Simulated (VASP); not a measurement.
A run of VASP 6.6.1:

The input INCAR:

```
SYSTEM = SiW12
PREC = Accurate
ENCUT = 520
EDIFF = 1E-7
ISMEAR = 0
SIGMA = 0.1
LREAL = .FALSE.
LASPH = .TRUE.
NELM = 60
ALGO = Fast
ISIF = 2
LWAVE = .FALSE.
LCHARG = .FALSE.
LDIPOL = .TRUE.
IDIPOL = 3
DIPOL = 0.5 0.5 0.304
GGA = PE
IVDW = 12
NBANDS = 98
```

KPOINTS

```
regular mesh
0
G
  5 5 1
  0 0 0
```

File POSCAR:

```
SiW12
1.0
    5.6644156868      0.0000000000      0.0000000000
    0.0000000000      5.6644156868      0.0000000000
    0.0000000000      0.0000000000     21.1500668291
W Si
12 1
Direct
    0.2500000000      0.2500000000      0.1891246979
    0.2500000000      0.7500000000      0.1891246979
    0.7500000000      0.2500000000      0.1891246979
    0.7500000000      0.7500000000      0.1891246979
    0.0000000000      0.0000000000      0.2848852803
    0.0000000000      0.5000000000      0.2848852803
    0.5000000000      0.0000000000      0.2848852803
    0.5000000000      0.5000000000      0.2848852803
    0.2500000000      0.2500000000      0.3806166143
    0.2500000000      0.7500000000      0.3806166143
    0.7500000000      0.2500000000      0.3806166143
    0.7500000000      0.7500000000      0.3806166143
    0.3333333333      0.4166666667      0.5271882552
```

Potentials or basis: VASP PAW PBE potentials, release 64 (W_sv, Si).

The run is started by

```bash
$ cat potpaw_PBE.64/W_sv/POTCAR potpaw_PBE.64/Si/POTCAR > POTCAR
$ mpirun -np 1 vasp_std > vasp.out
```

Hardware: 1 thread of Oxide Virtual Turin-like Processor (shared host).

Q: How long does it take, and how much memory?

A: It took 53 min on 1 thread of Oxide Virtual Turin-like Processor (shared host), peak memory 0.94 GiB. Counts: scf iterations 40, k points 13.
